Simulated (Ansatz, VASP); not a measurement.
**One calculation of CuNiCO, two programs**

File POSCAR:

```
CuNiCO
1.0
    3.4018710700      0.0000000000      0.0000000000
    0.0000000000      3.4018710700      0.0000000000
    0.0000000000      0.0000000000      7.6949096800
Cu C Ni O
2 2 2 2
Direct
    0.7500000000      0.2500000000      0.5000000000
    0.2500000000      0.7500000000      0.5000000000
    0.2500000000      0.2500000000      0.3442000000
    0.7500000000      0.7500000000      0.6558000000
    0.2500000000      0.7500000000      0.0000000000
    0.7500000000      0.2500000000      0.0000000000
    0.2500000000      0.2500000000      0.9256000000
    0.7500000000      0.7500000000      0.0744000000
```

File INCAR.step1:

```
PREC = Accurate
ENCUT = 520
ISMEAR = -1
SIGMA = 0.1
LREAL = F
LASPH = T
NELM = 60
NBANDS = 41
GGA = PE
ALGO = Normal
EDIFF = 1E-4
LWAVE = T
LCHARG = F
```

Contents of INCAR.step2:

```
PREC = Accurate
ENCUT = 520
EDIFF = 1E-7
ISMEAR = -1
SIGMA = 0.1
LREAL = F
LASPH = T
NELM = 60
ALGO = Normal
ISIF = 2
LWAVE = F
LCHARG = F
METAGGA = R2SCAN
LMIXTAU = T
NBANDS = 41
ISTART = 1
```

KPOINTS

```
regular mesh
0
Gamma
  5 5 3
```

Input for Ansatz:

```yaml
crystal:
  lattice:
    - [3.40187107, 0.0, 0.0]
    - [0.0, 3.40187107, 0.0]
    - [0.0, 0.0, 7.69490968]
  atoms:
    - { symbol: Cu, position: [0.75, 0.25, 0.5] }
    - { symbol: Cu, position: [0.25, 0.75, 0.5] }
    - { symbol: C, position: [0.25, 0.25, 0.3442] }
    - { symbol: C, position: [0.75, 0.75, 0.6558] }
    - { symbol: Ni, position: [0.25, 0.75, 0.0] }
    - { symbol: Ni, position: [0.75, 0.25, 0.0] }
    - { symbol: O, position: [0.25, 0.25, 0.9256] }
    - { symbol: O, position: [0.75, 0.75, 0.0744] }
  symmetry: { tolerance: 0.0003 }
kpoints:
  mp_grid: { grid: [5, 5, 3], shift: [0, 0, 0] }
magnetization:
  spin_polarized: false
scf:
  occupations: { method: fermi_dirac }
hamiltonian:
  pseudopotentials: { kind: paw }
  xc: r2scan
basis:
  ecutwfc: 500
output:
  forces: true
  stress: true
  eigenvalues: true
  write_density: true
  write_potential: true
  elf: true
  volumetric_format: npy
```

Alike in both runs: task single point; functional r2SCAN; k mesh 5 × 5 × 3; no spin polarisation.

|  | VASP | Ansatz |
| --- | --- | --- |
| version | VASP 6.6.1 | Ansatz 0.2.0 |
| potentials or method | VASP PAW PBE potentials, release 64 (Cu, C, Ni, O), cutoff 520 eV | PAW plane waves |
| occupations | fermi-dirac, width 0.1 eV | fermi-dirac |
| valence electrons in the cell | 62 | 94 |

```tsv
	VASP	Ansatz	Ansatz less VASP
gap on the k mesh at the Fermi level (eV)	none	none	-
pressure (GPa)	14.8	13.5	-1.23
traceless stress, the component that is largest in VASP (GPa)	-27.41	-26.63	+0.781
rms of the force components (eV/Å)	0.760	0.764	+0.0039
```

VASP's potentials were made for PBE, not for r2SCAN. Atom by atom the forces differ by 0.056 eV/Å (rms over components). A gap of «none» marks a metal or a gap that the smearing closes. VASP's potentials hold 62 valence electrons a cell and Ansatz's 94, so a difference there can come from the potentials and not from the codes.

The k mesh is coarse, so the values compare programs but aren't converged.
